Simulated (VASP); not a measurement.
# KF (Pm-3m) in VASP: a series of runs

Runs on KF. Level: LDA. Tasks: single point.

Program: VASP 6.6.1. These are calculated values, not measurements. Logs are shortened: lines on timing, memory, paths and dates and some standing lists are left out, and cuts for length are marked.

### Step 1. The cell of the first run

The structure is cubic, space group Pm-3m (No. 221). Conventional cell: a = 3.215 Å, b = 3.215 Å, c = 3.215 Å, α = 90.00°, β = 90.00°, γ = 90.00°. K (site symmetry m-3m) has 8 F at 2.78 Å and 6 K at 3.21 Å within 3.7 Å. Within 3.7 Å of F (site symmetry m-3m) lie 8 K at 2.78 Å and 6 F at 3.21 Å.

### Step 2. Single point, LDA (volume scaled by 0.96)

Contents of INCAR:

```
SYSTEM = KF
PREC = Accurate
ENCUT = 520
EDIFF = 1E-6
ISMEAR = -1
SIGMA = 0.02
LREAL = .FALSE.
LASPH = .TRUE.
NELM = 80
ALGO = Normal
ISIF = 2
LWAVE = .FALSE.
LCHARG = .FALSE.
NBANDS = 15
```

Contents of KPOINTS:

```
Automatic mesh
0
G
  9 9 9
  0 0 0
```

Contents of POSCAR:

```
KF
1.0
    3.2149096683      0.0000000000      0.0000000000
    0.0000000000      3.2149096683      0.0000000000
    0.0000000000      0.0000000000      3.2149096683
K F
1 1
Direct
    0.0000000000      0.0000000000      0.0000000000
    0.5000000000      0.5000000000      0.5000000000
```

Potentials or basis: VASP PAW LDA potentials, release 64 (K_sv, F).

Started as:

```sh
> cat potpaw_LDA.64/K_sv/POTCAR potpaw_LDA.64/F/POTCAR > POTCAR
> mpirun -np 1 vasp_std > vasp.out
```

OUTCAR:

```text
SYSTEM = KF
   PREC = Accurate
   ENCUT = 520
   EDIFF = 1E-6
   ISMEAR = -1
   LREAL = .FALSE.
   LASPH = .TRUE.
   NELM = 80
   ISIF = 2

 ion  position               nearest neighbor table
   1  0.000  0.000  0.000-   2 2.78   2 2.78   2 2.78   2 2.78   2 2.78   2 2.78   2 2.78   2 2.78

   2  0.500  0.500  0.500-   1 2.78   1 2.78   1 2.78   1 2.78   1 2.78   1 2.78   1 2.78   1 2.78

  LATTYP: Found a simple cubic cell.
 ALAT       =     3.2149096683

  Lattice vectors:

 A1 = (   3.2149096683,   0.0000000000,   0.0000000000)
 A2 = (   0.0000000000,   3.2149096683,   0.0000000000)
 A3 = (   0.0000000000,   0.0000000000,   3.2149096683)

Analysis of symmetry for initial positions (statically):
=====================================================================
 Subroutine PRICEL returns:
 Original cell was already a primitive cell.

 Routine SETGRP: Setting up the symmetry group for a
 simple cubic supercell.

 Subroutine GETGRP returns: Found 48 space group operations
 (whereof 48 operations were pure point group operations)
 out of a pool of 48 trial point group operations.

The static configuration has the point symmetry O_h .

Analysis of symmetry for dynamics (positions and initial velocities):
=====================================================================
 Subroutine PRICEL returns:
 Original cell was already a primitive cell.

 Routine SETGRP: Setting up the symmetry group for a
 simple cubic supercell.

 Subroutine GETGRP returns: Found 48 space group operations
 (whereof 48 operations were pure point group operations)
 out of a pool of 48 trial point group operations.

The dynamic configuration has the point symmetry O_h .

 Subroutine INISYM returns: Found 48 space group operations
 (whereof 48 operations are pure point group operations),
 and found     1 'primitive' translations

----------------------------------------------------------------------------------------

                                     Primitive cell

  volume of cell :      33.2282

  direct lattice vectors                    reciprocal lattice vectors
     3.214909668  0.000000000  0.000000000     0.311050730  0.000000000  0.000000000
     0.000000000  3.214909668  0.000000000     0.000000000  0.311050730  0.000000000
     0.000000000  0.000000000  3.214909668     0.000000000  0.000000000  0.311050730

  length of vectors
     3.214909668  3.214909668  3.214909668     0.311050730  0.311050730  0.311050730

  position of ions in fractional coordinates (direct lattice)
     0.000000000  0.000000000  0.000000000
     0.500000000  0.500000000  0.500000000

  ion indices of the primitive-cell ions
   primitive index   ion index
                 1           1
                 2           2

----------------------------------------------------------------------------------------

 KPOINTS: Automatic mesh

Automatic generation of k-mesh.
 Grid dimensions read from file:
 generate k-points for:    9    9    9

 Generating k-lattice:

  Cartesian coordinates                     Fractional coordinates (reciprocal lattice)
     0.034561192  0.000000000  0.000000000     0.111111111  0.000000000  0.000000000
     0.000000000  0.034561192  0.000000000     0.000000000  0.111111111  0.000000000
     0.000000000  0.000000000  0.034561192     0.000000000  0.000000000  0.111111111

  Length of vectors
     0.034561192  0.034561192  0.034561192

  Shift w.r.t. Gamma in fractional coordinates (k-lattice)
     0.000000000  0.000000000  0.000000000

 Subroutine IBZKPT returns following result:
 ===========================================

 Found     35 irreducible k-points:

 Following reciprocal coordinates:
            Coordinates               Weight
  0.000000  0.000000  0.000000      1.000000
  0.111111  0.000000  0.000000      6.000000
  0.222222  0.000000  0.000000      6.000000
  0.333333  0.000000  0.000000      6.000000
  0.444444  0.000000  0.000000      6.000000
  0.111111  0.111111  0.000000     12.000000
[... 16 lines left out ...]
  0.333333  0.333333  0.111111     24.000000
  0.444444  0.333333  0.111111     48.000000
 [... further k-points ...]
   k-points           NKPTS =     35   k-points in BZ     NKDIM =     35   number of bands    NBANDS=     15
   number of dos      NEDOS =    301   number of ions     NIONS =      2
   total plane-waves  NPLWV =  13824
   dimension x,y,z NGX =    24 NGY =   24 NGZ =   24
   dimension x,y,z NGXF=    48 NGYF=   48 NGZF=   48
   ions per type =               1   1
   NGX,Y,Z   is equivalent  to a cutoff of  12.41, 12.41, 12.41 a.u.
   NGXF,Y,Z  is equivalent  to a cutoff of  24.82, 24.82, 24.82 a.u.
 SYSTEM =  KF
   PREC   = accura    normal or accurate (medium, high low for compatibility)
   ISTART =      0    job   : 0-new  1-cont  2-samecut
   ICHARG =      2    charge: 1-file 2-atom 10-const
   ISPIN  =      1    spin polarized calculation?
   LNONCOLLINEAR =      F non collinear calculations
   LSORBIT =      F    spin-orbit coupling
   LASPH  =      T    aspherical Exc in radial PAW
   ENCUT  =  520.0 eV  38.22 Ry    6.18 a.u.   5.98  5.98  5.98*2*pi/ulx,y,z
   NELM   =     80;   NELMIN=  2; NELMDL= -5     # of ELM steps
   EDIFF  = 0.1E-05   stopping-criterion for ELM
   LREAL  =      F    real-space projection
   EDIFFG = 0.1E-04   stopping-criterion for IOM
   NSW    =      0    number of steps for IOM
   IBRION =     -1    ionic relax: 0-MD 1-quasi-New 2-CG
   NFREE  =      0    steps in history (QN), initial steepest desc. (CG)
   ISIF   =      2    stress and relaxation
   ISYM   =      2    0-nonsym 1-usesym 2-fastsym
   POTIM  = 0.5000    time-step for ionic-motion
   TEBEG  =    0.0;   TEEND  =   0.0 temperature during run
   PSTRESS=    0.0 pullay stress
   NELECT =      16.0000    total number of electrons
   NUPDOWN=      -1.0000    fix difference up-down
   EMIN   =  10.00;   EMAX   =-10.00  energy-range for DOS
   EFERMI =   0.00;   METHOD = LEGACY
   ISMEAR =    -1;   SIGMA  =   0.02  broadening in eV -4-tet -1-fermi 0-gaus
   EFERMI_NEDOS =   21; number of points for ismear=-14 and -15
   IALGO  =     38    algorithm
   IMIX   =      4    mixing-type and parameters
     AMIX     =   0.40;   BMIX     =  1.00
     AMIX_MAG =   1.60;   BMIX_MAG =  1.00
  volume/ion in A,a.u.               =      16.61       112.12
  Fermi-wavevector in a.u.,A,eV,Ry     =   1.283156  2.424813 22.401839  1.646489
  Thomas-Fermi vector in A             =   2.415425
   LORBIT       =      0    0 simple, 1 ext, 2 COOP (PROOUT), +10 PAW based schemes
   GGA     = CA    functional components
   LHFCALC =     F    Hartree Fock is set to
   AEXX    =    0.0000 exact exchange contribution
   IVDW    =     0    specifies the selected vdW correction
   LEPSILON=     F    determine dielectric tensor
   LRPA    =     F    only Hartree local field effects (RPA)
 non-spin polarized calculation
  energy-cutoff  :      520.00
  volume of cell :       33.23
 maximum number of plane-waves:       922
 NGX is ok and might be reduce to    24
   NGX = 11   NGY = 11   NGZ = 11

 number of electron      15.9999986 magnetization

 Free energy of the ion-electron system (eV)
  ---------------------------------------------------
  ext. energy  EPLUGINS =         0.00000000
  ---------------------------------------------------
  free energy    TOTEN  =        -8.91195742 eV

  energy without entropy =       -8.91195742  energy(sigma->0) =       -8.91195742

 E-fermi :  -1.8443     XC(G=0):  -9.9271

 val. band max:       -2.3418567647   @ k =   0.4444   0.4444   0.0000
 cond. band min:       3.8656908831   @ k =   0.0000   0.0000   0.0000
 fundamental gap:      6.2075476479
 Fermi energy:        -1.8442950302

 k-point     1 :       0.0000    0.0000    0.0000
  band No.  band energies     occupation
      1     -28.7548      2.00000
      2     -20.8324      2.00000
      3     -11.9466      2.00000
      4     -11.9466      2.00000
      5     -11.9466      2.00000
      6      -2.3736      2.00000
      7      -2.3736      2.00000
      8      -2.3736      2.00000
      9       3.8657      0.00000
     10       5.7884      0.00000
     11       5.7884      0.00000
     12      11.7691      0.00000
     13      11.7691      0.00000
     14      11.7691      0.00000
     15      18.7710      0.00000

 k-point     2 :       0.1111    0.0000    0.0000
  band No.  band energies     occupation
      1     -28.7366      2.00000
      2     -20.8378      2.00000
      3     -12.0451      2.00000
      4     -11.9311      2.00000
      5     -11.9311      2.00000
      6      -2.5576      2.00000
      7      -2.3890      2.00000
      8      -2.3890      2.00000
      9       4.2150      0.00000
     10       5.8910      0.00000
     11       6.0939      0.00000
     12      11.5344      0.00000
     13      11.5344      0.00000
     14      11.8111      0.00000
     15      17.7961      0.00000

 k-point     3 :       0.2222    0.0000    0.0000
  band No.  band energies     occupation
      1     -28.6900      2.00000
      2     -20.8521      2.00000
      3     -12.2835      2.00000
      4     -11.8913      2.00000
      5     -11.8913      2.00000
      6      -2.9759      2.00000
      7      -2.4293      2.00000
      8      -2.4293      2.00000
      9       5.0967      0.00000
     10       6.1734      0.00000
     11       6.9004      0.00000
     12      11.0236      0.00000
     13      11.0236      0.00000
     14      11.9204      0.00000
     15      16.4724      0.00000
[... 343 lines left out ...]
 k-point    23 :       0.3333    0.3333    0.1111
  band No.  band energies     occupation
      1     -28.5197      2.00000
      2     -20.7859      2.00000
      3     -12.6198      2.00000
      4     -12.5381      2.00000
      5     -11.8858      2.00000
      6      -3.1026      2.00000
      7      -2.8928      2.00000
      8      -2.5128      2.00000
      9       6.7543      0.00000
     10       7.2330      0.00000
     11       9.4189      0.00000
     12       9.7716      0.00000
     13       9.9350      0.00000
     14      10.4081      0.00000
     15      15.6139      0.00000

 k-point    24 :       0.4444    0.3333    0.1111
  band No.  band energies     occupation
      1     -28.4895      2.00000
      2     -20.7644      2.00000
      3     -12.7792      2.00000
      4     -12.5900      2.00000
      5     -11.8601      2.00000
      6      -3.1392      2.00000
      7      -2.9246      2.00000
      8      -2.4900      2.00000
      9       6.7204      0.00000
     10       7.0920      0.00000
     11       9.4151      0.00000
     12       9.7043      0.00000
     13      10.0884      0.00000
     14      11.5554      0.00000
     15      14.6838      0.00000

 [... further k-points ...]
[... 5 lines left out ...]
  --------------------------------------------------------------------------------------
  -------------------------------------------------------------------------------------
  Total       -0.9711098     -0.9711098     -0.9711098     -0.0000000     -0.0000000     -0.0000000
  in kB      -46.8244417    -46.8244417    -46.8244417     -0.0000000     -0.0000000     -0.0000000
  external PRESSURE =     -46.8244417 kB  Pullay stress =       0.0000000 kB

 VOLUME and BASIS-vectors are now :
 -----------------------------------------------------------------------------
  energy-cutoff  :      520.00
  volume of cell :       33.23
      direct lattice vectors                 reciprocal lattice vectors
     3.214909668  0.000000000  0.000000000     0.311050730  0.000000000  0.000000000
     0.000000000  3.214909668  0.000000000     0.000000000  0.311050730  0.000000000
     0.000000000  0.000000000  3.214909668     0.000000000  0.000000000  0.311050730

 POSITION                                       TOTAL-FORCE (eV/Angst)
 -----------------------------------------------------------------------------------
      0.00000      0.00000      0.00000         0.000000      0.000000      0.000000
      1.60745      1.60745      1.60745         0.000000      0.000000      0.000000
 -----------------------------------------------------------------------------------
    total drift:                                0.000000      0.000000     -0.000000

  FREE ENERGIE OF THE ION-ELECTRON SYSTEM (eV)
  ---------------------------------------------------
  free  energy   TOTEN  =        -8.9119574234 eV

  energy  without entropy=       -8.9119574234  energy(sigma->0) =       -8.91195742
```

It took 5.6 s on 1 thread of Intel Xeon Platinum 8488C (Sapphire Rapids), shared host; peak memory 0.13 GiB.

Results:

* Free energy: -8.9120 eV
* Pressure: -4.7 GPa
* Band gap on the k mesh: 6.21 eV, indirect (least direct gap 6.24 eV)

 A k mesh can miss the band edges.

(Continued in part 2 of 2.)
